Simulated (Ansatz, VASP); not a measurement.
TaAs in VASP and in Ansatz

```
Ta As
1.0
     3.32997    0.00000    0.00000
    -1.66498    2.88384    0.00000
     0.00000    0.00000    8.50596
Ta As
2 2
Direct
  0.33333 0.66667 0.04176
  0.66667 0.33333 0.54176
  0.33333 0.66667 0.34034
  0.66667 0.33333 0.84034
```

Alike in both runs: functional PBE; k mesh 18 × 18 × 6; occupations gaussian, width 0.1 eV; no spin polarisation.

Ansatz relaxed the structure, and its values are those at the end. VASP's run is a single point on that final structure, the one shown.

```csv
,VASP,Ansatz
version,VASP 6.6.1,Ansatz 0.2.0
potentials or method,"VASP PAW PBE potentials, release 64 (Ta_pv, As), cutoff 520 eV","scalar-relativistic, plane waves, PAW"
valence electrons in the cell,32,56
```

|  | VASP | Ansatz | Ansatz less VASP |
| --- | --- | --- | --- |
| gap on the k mesh at the Fermi level (eV) | none | none | - |
| pressure (GPa) | 0.3 | 0.0 | -0.28 |
| rms of the force components (eV/Å) | 0.007 | 0.003 | -0.0047 |

A gap of «none» marks a metal or a gap that the smearing closes. VASP's potentials hold 32 valence electrons a cell and Ansatz's 56, so a difference there can come from the potentials and not from the codes.

Neither program's run includes spin-orbit coupling.
